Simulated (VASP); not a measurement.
# Ta2N (P3m1) in VASP: a series of runs, part 2 of 2

VASP 6.6.1. The steps go on from the part before.

**3. Single point, PBEsol (atoms displaced along a vibrational mode)**

INCAR reads:

```
SYSTEM = Ta2N
PREC     = Accurate       ! precision mode
ENCUT    = 520            ! plane-wave cutoff, eV
EDIFF    = 1E-6           ! SCF threshold, eV
ISMEAR   = 0              ! smearing method
SIGMA    = 0.15           ! smearing width, eV
LREAL    = .False.        ! projectors in reciprocal space
LASPH    = .True.         ! aspherical terms in the spheres
NELM     = 80             ! most SCF steps
ALGO     = Normal         ! electronic algorithm
ISIF     = 2              ! what is computed and relaxed
LWAVE    = .False.        ! write WAVECAR
LCHARG   = .True.         ! write CHGCAR
GGA      = PS             ! functional
LELF     = .True.         ! ELF
LVHAR    = .True.       
NBANDS   = 20             ! bands
```

KPOINTS reads:

```
regular mesh
0
Gamma
  18 18 10
  0 0 0
```

POSCAR reads:

```
Ta2N
1.0
    3.0786153869      0.0000000000      0.0000000000
   -1.5393076935      2.6661591336      0.0000000000
    0.0000000000      0.0000000000      4.8232571780
Ta N
2 1
Direct
    0.6666666667      0.3333333333      0.7455332377
    0.3333333333      0.6666666667      0.2530223415
    0.0000000000      0.0000000000      0.0186595897
```

Potentials or basis: VASP PAW PBE potentials, release 64 (Ta_pv, N).

Command:

```console
cat potpaw_PBE.64/Ta_pv/POTCAR potpaw_PBE.64/N/POTCAR > POTCAR
mpirun -np 1 vasp_std > vasp.out
```

OUTCAR:

```text
SYSTEM = Ta2N
   PREC = Accurate
   ENCUT = 520
   EDIFF = 1E-6
   ISMEAR = 0
   LREAL = .False.
   LASPH = .True.
   NELM = 80
   ISIF = 2
   GGA = PS

 ion  position               nearest neighbor table
   1  0.667  0.333  0.746-   3 2.21   3 2.21   3 2.21   2 2.97   2 2.97   2 2.97   2 3.03   2 3.03
                             2 3.03
   2  0.333  0.667  0.253-   3 2.11   3 2.11   3 2.11   1 2.97   1 2.97   1 2.97   1 3.03   1 3.03
                             1 3.03
   3  0.000  0.000  0.019-   2 2.11   2 2.11   2 2.11   1 2.21   1 2.21   1 2.21

  LATTYP: Found a hexagonal cell.
 ALAT       =     3.0786153869
 C/A-ratio  =     1.5666968984

  Lattice vectors:

 A1 = (   3.0786153869,   0.0000000000,   0.0000000000)
 A2 = (  -1.5393076935,   2.6661591336,   0.0000000000)
 A3 = (   0.0000000000,   0.0000000000,   4.8232571780)

Analysis of symmetry for initial positions (statically):
=====================================================================
 Subroutine PRICEL returns:
 Original cell was already a primitive cell.

 Routine SETGRP: Setting up the symmetry group for a
 hexagonal supercell.

 Subroutine GETGRP returns: Found  6 space group operations
 (whereof  6 operations were pure point group operations)
 out of a pool of 24 trial point group operations.

The static configuration has the point symmetry C_3v.

Analysis of symmetry for dynamics (positions and initial velocities):
=====================================================================
 Subroutine PRICEL returns:
 Original cell was already a primitive cell.

 Routine SETGRP: Setting up the symmetry group for a
 hexagonal supercell.

 Subroutine GETGRP returns: Found  6 space group operations
 (whereof  6 operations were pure point group operations)
 out of a pool of 24 trial point group operations.

The dynamic configuration has the point symmetry C_3v.

 Subroutine INISYM returns: Found  6 space group operations
 (whereof  6 operations are pure point group operations),
 and found     1 'primitive' translations

----------------------------------------------------------------------------------------

                                     Primitive cell

  volume of cell :      39.5897

  direct lattice vectors                    reciprocal lattice vectors
     3.078615387  0.000000000  0.000000000     0.324821348  0.187535693  0.000000000
    -1.539307694  2.666159134  0.000000000     0.000000000  0.375071385  0.000000000
     0.000000000  0.000000000  4.823257178     0.000000000  0.000000000  0.207328775

  length of vectors
     3.078615387  3.078615387  4.823257178     0.375071385  0.375071385  0.207328775

  position of ions in fractional coordinates (direct lattice)
     0.666666667  0.333333333  0.745533238
     0.333333333  0.666666667  0.253022341
     0.000000000  0.000000000  0.018659590

  ion indices of the primitive-cell ions
   primitive index   ion index
                 1           1
                 2           2
                 3           3

----------------------------------------------------------------------------------------

 KPOINTS: regular mesh

Automatic generation of k-mesh.
 Grid dimensions read from file:
 generate k-points for:   18   18   10

 Generating k-lattice:

  Cartesian coordinates                     Fractional coordinates (reciprocal lattice)
     0.018045630  0.010418650  0.000000000     0.055555556  0.000000000  0.000000000
     0.000000000  0.020837299  0.000000000     0.000000000  0.055555556  0.000000000
     0.000000000  0.000000000  0.020732877     0.000000000  0.000000000  0.100000000

  Length of vectors
     0.020837299  0.020837299  0.020732877

  Shift w.r.t. Gamma in fractional coordinates (k-lattice)
     0.000000000  0.000000000  0.000000000

 Subroutine IBZKPT returns following result:
 ===========================================

 Found    330 irreducible k-points:

 Following reciprocal coordinates:
            Coordinates               Weight
  0.000000  0.000000  0.000000      1.000000
  0.055556  0.000000  0.000000      6.000000
  0.111111  0.000000  0.000000      6.000000
  0.166667  0.000000  0.000000      6.000000
  0.222222  0.000000  0.000000      6.000000
  0.277778  0.000000  0.000000      6.000000
[... 16 lines left out ...]
  0.333333  0.111111  0.000000     12.000000
  0.388889  0.111111  0.000000     12.000000
 [... further k-points ...]
   k-points           NKPTS =    330   k-points in BZ     NKDIM =    330   number of bands    NBANDS=     20
   number of dos      NEDOS =    301   number of ions     NIONS =      3
   total plane-waves  NPLWV =  20736
   dimension x,y,z NGX =    24 NGY =   24 NGZ =   36
   dimension x,y,z NGXF=    48 NGYF=   48 NGZF=   72
   ions per type =               2   1
   NGX,Y,Z   is equivalent  to a cutoff of  12.96, 12.96, 12.41 a.u.
   NGXF,Y,Z  is equivalent  to a cutoff of  25.92, 25.92, 24.82 a.u.
 SYSTEM =  Ta2N
   PREC   = accura    normal or accurate (medium, high low for compatibility)
   ISTART =      0    job   : 0-new  1-cont  2-samecut
   ICHARG =      2    charge: 1-file 2-atom 10-const
   ISPIN  =      1    spin polarized calculation?
   LNONCOLLINEAR =      F non collinear calculations
   LSORBIT =      F    spin-orbit coupling
   LASPH  =      T    aspherical Exc in radial PAW
   ENCUT  =  520.0 eV  38.22 Ry    6.18 a.u.   5.72  5.72  8.97*2*pi/ulx,y,z
   NELM   =     80;   NELMIN=  2; NELMDL= -5     # of ELM steps
   EDIFF  = 0.1E-05   stopping-criterion for ELM
   LREAL  =      F    real-space projection
   EDIFFG = 0.1E-04   stopping-criterion for IOM
   NSW    =      0    number of steps for IOM
   IBRION =     -1    ionic relax: 0-MD 1-quasi-New 2-CG
   NFREE  =      0    steps in history (QN), initial steepest desc. (CG)
   ISIF   =      2    stress and relaxation
   ISYM   =      2    0-nonsym 1-usesym 2-fastsym
   POTIM  = 0.5000    time-step for ionic-motion
   TEBEG  =    0.0;   TEEND  =   0.0 temperature during run
   PSTRESS=    0.0 pullay stress
   NELECT =      27.0000    total number of electrons
   NUPDOWN=      -1.0000    fix difference up-down
   EMIN   =  10.00;   EMAX   =-10.00  energy-range for DOS
   EFERMI =   0.00;   METHOD = LEGACY
   ISMEAR =     0;   SIGMA  =   0.15  broadening in eV -4-tet -1-fermi 0-gaus
   EFERMI_NEDOS =   21; number of points for ismear=-14 and -15
   IALGO  =     38    algorithm
   IMIX   =      4    mixing-type and parameters
     AMIX     =   0.40;   BMIX     =  1.00
     AMIX_MAG =   1.60;   BMIX_MAG =  1.00
  volume/ion in A,a.u.               =      13.20        89.05
  Fermi-wavevector in a.u.,A,eV,Ry     =   1.441016  2.723125 28.252863  2.076527
  Thomas-Fermi vector in A             =   2.559695
   LORBIT       =      0    0 simple, 1 ext, 2 COOP (PROOUT), +10 PAW based schemes
   GGA     = PS    functional components
   LHFCALC =     F    Hartree Fock is set to
   AEXX    =    0.0000 exact exchange contribution
   IVDW    =     0    specifies the selected vdW correction
   LEPSILON=     F    determine dielectric tensor
   LRPA    =     F    only Hartree local field effects (RPA)
 non-spin polarized calculation
 Gauss-broadening in eV      SIGMA  =   0.15
  energy-cutoff  :      520.00
  volume of cell :       39.59
 maximum number of plane-waves:      1086
 NGX is ok and might be reduce to    24
   NGX = 11   NGY = 11   NGZ = 17

 number of electron      27.0000003 magnetization

 Free energy of the ion-electron system (eV)
  ---------------------------------------------------
  ext. energy  EPLUGINS =         0.00000000
  ---------------------------------------------------
  free energy    TOTEN  =       -36.42847547 eV

  energy without entropy =      -36.41496288  energy(sigma->0) =      -36.42171918

 E-fermi :   7.5728     XC(G=0): -13.1399

 val. band max:        7.5720747952   @ k =   0.1667   0.0556   0.3000
 cond. band min:       7.5730291877   @ k =   0.3889   0.0000   0.5000
 fundamental gap:      0.0009543925
 Fermi energy:         7.5727789849

 k-point     1 :       0.0000    0.0000    0.0000
  band No.  band energies     occupation
      1     -28.0400      2.00000
      2     -27.2282      2.00000
      3     -27.2282      2.00000
      4     -27.0882      2.00000
      5     -27.0882      2.00000
      6     -26.9649      2.00000
[... 12 lines left out ...]
     19       8.8756      0.00000
     20      12.7155      0.00000
[... 507 lines left out ...]
 k-point    24 :       0.3889    0.1111    0.0000
  band No.  band energies     occupation
      1     -27.9062      2.00000
      2     -27.6737      2.00000
      3     -27.5635      2.00000
      4     -27.4772      2.00000
      5     -27.2234      2.00000
      6     -27.2167      2.00000
[... 12 lines left out ...]
     19      12.4173      0.00000
     20      12.6447      0.00000

 [... further k-points ...]
[... 5 lines left out ...]
  --------------------------------------------------------------------------------------
  -------------------------------------------------------------------------------------
  Total        0.4338907      0.4338907      0.1834343     -0.0000000      0.0000000      0.0000000
  in kB       17.5593727     17.5593727      7.4235100     -0.0000000      0.0000000      0.0000000
  external PRESSURE =      14.1807518 kB  Pullay stress =       0.0000000 kB

 VOLUME and BASIS-vectors are now :
 -----------------------------------------------------------------------------
  energy-cutoff  :      520.00
  volume of cell :       39.59
      direct lattice vectors                 reciprocal lattice vectors
     3.078615387  0.000000000  0.000000000     0.324821348  0.187535693  0.000000000
    -1.539307694  2.666159134  0.000000000     0.000000000  0.375071385  0.000000000
     0.000000000  0.000000000  4.823257178     0.000000000  0.000000000  0.207328775

 POSITION                                       TOTAL-FORCE (eV/Angst)
 -----------------------------------------------------------------------------------
      1.53931      0.88872      3.59590        -0.000000      0.000000      0.665397
     -0.00000      1.77744      1.22039         0.000000      0.000000      0.846399
      0.00000      0.00000      0.09000        -0.000000      0.000000     -1.511796
 -----------------------------------------------------------------------------------
    total drift:                                0.000000      0.000000      0.000057

  FREE ENERGIE OF THE ION-ELECTRON SYSTEM (eV)
  ---------------------------------------------------
  free  energy   TOTEN  =       -36.4284754711 eV

  energy  without entropy=      -36.4149628834  energy(sigma->0) =      -36.42171918
```

Run time: 5.3 min. Hardware: 1 thread of Intel Xeon 8259CL, shared host; peak memory 0.35 GiB.

What came out:

- Free energy: -36.4285 eV
- Pressure: 1.4 GPa
- Largest force: 1.512 eV/Å
- Band gap on the k mesh: zero (an odd number of electrons rules out a gap without spin polarisation)

Forces on the atoms (eV/Å):
```
Ta   0.000  0.000  0.665
Ta   0.000  0.000  0.846
N    0.000  0.000 -1.512
```

Caveat: the cell differs from its parent crystal (atoms displaced along a vibrational mode); the PAW data sets were made with another functional, which shifts forces and pressure a little; spin-orbit coupling is left out, which moves the levels of the heavy elements.

**4. Single point, PBEsol (atoms displaced along a vibrational mode)**

INCAR reads:

```
  ALGO = Normal
  EDIFF = 1E-6
  ENCUT = 520
  GGA = PS
  ISIF = 2
  ISMEAR = 0
  LASPH = True
  LCHARG = False
  LREAL = False
  LWAVE = False
  NBANDS = 20
  NELM = 60
  PREC = Accurate
  SIGMA = 0.15
```

KPOINTS reads:

```
k-points
0
Gamma
  18 18 10
```

POSCAR reads:

```
Ta2N
1.0
    3.0786153869      0.0000000000      0.0000000000
   -1.5393076935      2.6661591336      0.0000000000
    0.0000000000      0.0000000000      4.8232571780
Ta N
2 1
Direct
    0.6666666667      0.3333333333      0.7467369217
    0.3333333333      0.6666666667      0.2542260255
    0.0000000000      0.0000000000     -0.0124397265
```

Command:

```console
cat potpaw_PBE.64/Ta_pv/POTCAR potpaw_PBE.64/N/POTCAR > POTCAR
mpirun -np 1 vasp_std > vasp.out
```

It took 5.4 min on 1 thread of Intel Xeon 8259CL, shared host; peak memory 0.35 GiB.

The run converged. Its results:

| Property | Result |
| --- | --- |
| Free energy | -36.4679 eV |
| Pressure | 1.0 GPa |
| Largest force | 1.015 eV/Å |
| Band gap on the k mesh | zero (an odd number of electrons rules out a gap without spin polarisation) |

Forces on the atoms (eV/Å):
```
Ta   0.000  0.000 -0.580
Ta   0.000  0.000 -0.435
N    0.000  0.000  1.015
```

Stress tensor (GPa, compression positive):
```
1.13 0.00 0.00
0.00 1.13 0.00
0.00 0.00 0.66
```

Levels at points of the mesh, in eV from the Fermi level:
```
           k point  band 11  band 12  band 13  band 14  band 15  band 16
(0.00, 0.00, 0.00)    -4.90    -0.80    -0.24    -0.24     0.29     0.29
(0.50, 0.00, 0.00)    -4.69    -2.61    -1.32     1.89     1.98     3.82
(0.00, 0.00, 0.50)    -2.99    -2.56    -1.16    -1.16     1.87     2.13
(0.50, 0.00, 0.50)    -3.41    -2.13    -2.07    -0.18     0.81     3.42
```

Caveat: the cell differs from its parent crystal (atoms displaced along a vibrational mode); the PAW data sets were made with another functional, which shifts forces and pressure a little; spin-orbit coupling is left out, which moves the levels of the heavy elements.

**5. Overview**

```csv
cell,gap on the mesh (eV),pressure (GPa),largest force (eV/Å)
"as given, atomic positions A",none,2.1,2.00
"as given, atomic positions B",none,1.4,1.51
"as given, atomic positions C",none,1.0,1.01
```

Alike in all rows: task single point; level PBEsol; potentials or basis VASP PAW PBE potentials, release 64 (Ta_pv, N); no spin polarisation; k mesh 18 × 18 × 10; cutoff (eV) 520; smearing gaussian 0.15 eV.

Caveats: the PAW data sets were made with another functional, which shifts forces and pressure a little; spin-orbit coupling is left out, which moves the levels of the heavy elements.

Total energies depend on the potentials used, so only differences within one code and one set of settings carry meaning.
